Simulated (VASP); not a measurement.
MgS: single point with PBE

The system is MgS.

```
Mg S
1.0
     0.00000    2.56143    2.56143
     2.56143    0.00000    2.56143
     2.56143    2.56143    0.00000
Mg S
1 1
Cartesian
  0.0000 0.0000 0.0000
  2.5614 2.5614 2.5614
```

This cell differs from its parent crystal: volume changed by -6%.

```json
{
  "Program": "VASP 6.6.1",
  "Task": "single point",
  "Functional": "PBE",
  "Potentials or basis": "VASP PAW PBE potentials, release 64 (Mg, S)",
  "Cutoff": "520 eV",
  "k mesh": "8 × 8 × 8",
  "Occupations": "gaussian, width 0.01 eV",
  "Spin": "no spin polarisation",
  "Dipole correction": "no",
  "Further INCAR settings": "ALGO = Normal; EDIFF = 1e-06; NBANDS = 11"
}
```

The pressure is 4.9 GPa and the band gap on the k mesh is 2.88 eV, indirect (least direct gap 4.09 eV).

Levels at points of the mesh, in eV from the valence-band top:
| k point | band 2 | band 3 | band 4 | band 5 | band 6 | band 7 |
| --- | --- | --- | --- | --- | --- | --- |
| (0.00, 0.00, 0.00) | 0.00 | 0.00 | 0.00 | 4.09 | 7.92 | 7.92 |
| (0.50, 0.00, 0.00) | -5.08 | -0.64 | -0.64 | 4.61 | 6.96 | 6.96 |
| (0.50, 0.50, 0.00) | -4.44 | -1.79 | -1.79 | 2.88 | 4.25 | 12.47 |

Run time: 21 s on 1 thread of AMD EPYC 7R13 (shared host), peak memory 0.13 GiB.

 A k mesh can miss the band edges.
